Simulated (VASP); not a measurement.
# ZnCu: equation of state with PBE+D3(BJ)

The system is ZnCu.

```
Zn Cu
1.0
     2.94500    0.00000    0.00000
     0.00000    2.94500    0.00000
     0.00000    0.00000    2.94500
Zn Cu
1 1
Direct
  0.50000 0.50000 0.50000
  0.00000 0.00000 0.00000
```

| Quantity | Value |
| --- | --- |
| Program | VASP 6.6.1 |
| Task | equation of state |
| Functional | PBE |
| Dispersion | D3(BJ) |
| Potentials or basis | VASP PAW PBE potentials, release 64 (Zn, Cu) |
| Cutoff | 620 eV |
| k mesh | 18 × 18 × 18 |
| Occupations | methfessel-paxton, width 0.05 eV |
| Spin | no spin polarisation |

The equilibrium volume is 12.40 Å³/atom. The bulk modulus is 133 GPa. The pressure derivative of the bulk modulus is 5.0.

Energy against volume, from the lowest point:
| volume (Å³/atom) | energy (meV/atom) |
| --- | --- |
| 11.622 | 22.99 |
| 12.005 | 5.54 |
| 12.388 | 0.00 |
| 12.771 | 4.34 |
| 13.154 | 16.88 |
| 13.537 | 36.23 |
| 13.920 | 61.24 |

Wall time 3.3 min on 1 thread of Intel(R) Xeon(R) 6975P-C (Granite Rapids) (shared host), peak memory 0.27 GiB.
